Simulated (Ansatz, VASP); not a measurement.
# Two plane-wave programs on Bi

```xyz
1
Lattice="-1.9814 1.9814 1.9814 1.9814 -1.9814 1.9814 1.9814 1.9814 -1.9814" Properties=species:S:1:pos:R:3 pbc="T T T"
Bi    0.0000    0.0000    0.0000
```

Alike in both runs: task single point; functional PBE; k mesh 6 × 6 × 6; occupations gaussian, width 0.1 eV; no spin polarisation.

```csv
,VASP,Ansatz
version,VASP 6.6.1,Ansatz 0.2.0
potentials or method,"VASP PAW PBE potentials, release 64 (Bi_d), cutoff 520 eV","scalar-relativistic, plane waves, PAW"
valence electrons in the cell,15,15
```

Ansatz gave:

```
gap on the k mesh at the Fermi level (eV) : none
pressure (GPa)                            : 1.1
```

Task: Which values does VASP return?

Result: gap on the k mesh at the Fermi level (eV): none; pressure (GPa): 1.0.

A gap of «none» marks a metal or a gap that the smearing closes. The functional is the same, so the differences come from potentials, cutoffs and numerics.

The k mesh is coarse, so the values compare programs but aren't converged. Spin-orbit coupling is off throughout.
